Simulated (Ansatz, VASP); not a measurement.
P: VASP beside Ansatz

Contents of INCAR:

```
PREC = Accurate
ENCUT = 520
EDIFF = 1E-6
ISMEAR = 0
SIGMA = 0.15
LREAL = F
LASPH = T
NELM = 100
ALGO = Normal
ISIF = 2
LWAVE = F
LCHARG = F
GGA = PE
IVDW = 12
NBANDS = 12
```

Contents of KPOINTS:

```
regular mesh
0
Gamma
  24 24 24
```

Contents of POSCAR:

```
P
1.0
    1.8092560418      1.0445744628      2.6191851852
   -1.8092560418      1.0445744628      2.6191851852
    0.0000000000     -2.0891489255      2.6191851852
P
2
Direct
    0.2336660455      0.2336660455      0.2336660455
    0.7663339545      0.7663339545      0.7663339545
```

Input for Ansatz:

```yaml
crystal:
  lattice:
    - [1.8092560418, 1.0445744628, 2.6191851852]
    - [-1.8092560418, 1.0445744628, 2.6191851852]
    - [0.0, -2.0891489255, 2.6191851852]
  atoms:
    - { symbol: P, position: [0.2336660455, 0.2336660455, 0.2336660455] }
    - { symbol: P, position: [0.7663339545, 0.7663339545, 0.7663339545] }
basis:
  ecutwfc: 420
kpoints:
  mp_grid: { grid: [24, 24, 24] }
hamiltonian:
  xc: pbe
  dispersion: d3bj
scf:
  occupations: { method: gaussian, width: 0.15 }
output:
  forces: true
  stress: true
  eigenvalues: true
```

Alike in both runs: task single point; functional PBE; dispersion D3(BJ); k mesh 24 × 24 × 24; occupations gaussian, width 0.15 eV; no spin polarisation.

|  | VASP | Ansatz |
| --- | --- | --- |
| version | VASP 6.6.1 | Ansatz 0.2.0 |
| potentials or method | VASP PAW PBE potentials, release 64 (P), cutoff 520 eV | scalar-relativistic, plane waves, PAW |
| valence electrons in the cell | 10 | 10 |

|  | VASP | Ansatz | Ansatz less VASP |
| --- | --- | --- | --- |
| gap on the k mesh at the Fermi level (eV) | none | none | - |
| pressure (GPa) | -4.0 | -3.7 | +0.27 |
| traceless stress, the component that is largest in VASP (GPa) | 11.44 | 11.30 | -0.148 |
| rms of the force components (eV/Å) | 0.207 | 0.221 | +0.0136 |

Atom by atom the forces differ by 0.014 eV/Å (rms over components). A gap of «none» marks a metal or a gap that the smearing closes.
